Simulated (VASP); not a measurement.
Set up this calculation in VASP 6.6.1, as the native input.

- Task: single point
- Functional: PBEsol
- Potentials or basis: VASP PAW PBE potentials, release 64 (W_sv)
- Cutoff: 520 eV
- k mesh: 20 × 20 × 20
- Occupations: gaussian, width 0.15 eV
- Spin: no spin polarisation
- Dipole correction: no
- Further INCAR settings: ALGO = Fast; EDIFF = 1e-06; NBANDS = 13

The structure of W lies in POSCAR:

```
W
1.0
    0.0000000000      1.9995500000      1.9691000000
    1.9995500000      0.0000000000      1.9691000000
    1.9995500000      1.9995500000      0.0000000000
W
1
Direct
    0.0000000000      0.0000000000      0.0000000000
```

This cell differs from its parent crystal: strain -0.015 along x and y, -0.030 along z.

One way to write it, as run:

INCAR

```
PREC = Accurate ; ENCUT = 520
EDIFF = 1E-6 ; ISMEAR = 0
SIGMA = 0.15 ; LREAL = F
LASPH = T ; NELM = 60
ALGO = Fast ; ISIF = 2
LWAVE = F ; LCHARG = T
GGA = PS ; LELF = T
LVHAR = T ; NBANDS = 13
```

KPOINTS

```
Automatic mesh
0
Gamma
  20 20 20
```

Potentials or basis: VASP PAW PBE potentials, release 64 (W_sv).

The run is started by

```sh
$ cat potpaw_PBE.64/W_sv/POTCAR > POTCAR
$ mpirun -np 1 vasp_std > vasp.out
```

It gave:

* Pressure: 5.2 GPa
* Band gap on the k mesh: zero (band 7 reaches 14.41 eV, above the bottom of band 8 at 10.31 eV)

Caveat: the cell differs from its parent crystal (strain -0.015 along x and y, -0.030 along z); the PAW data sets were made with another functional, which shifts forces and pressure a little; spin-orbit coupling is left out, which moves the levels of the heavy elements.

Run time: 82 s on 1 thread of AMD EPYC 9R45 96-Core Processor (Zen 5) (shared host), peak memory 0.21 GiB.
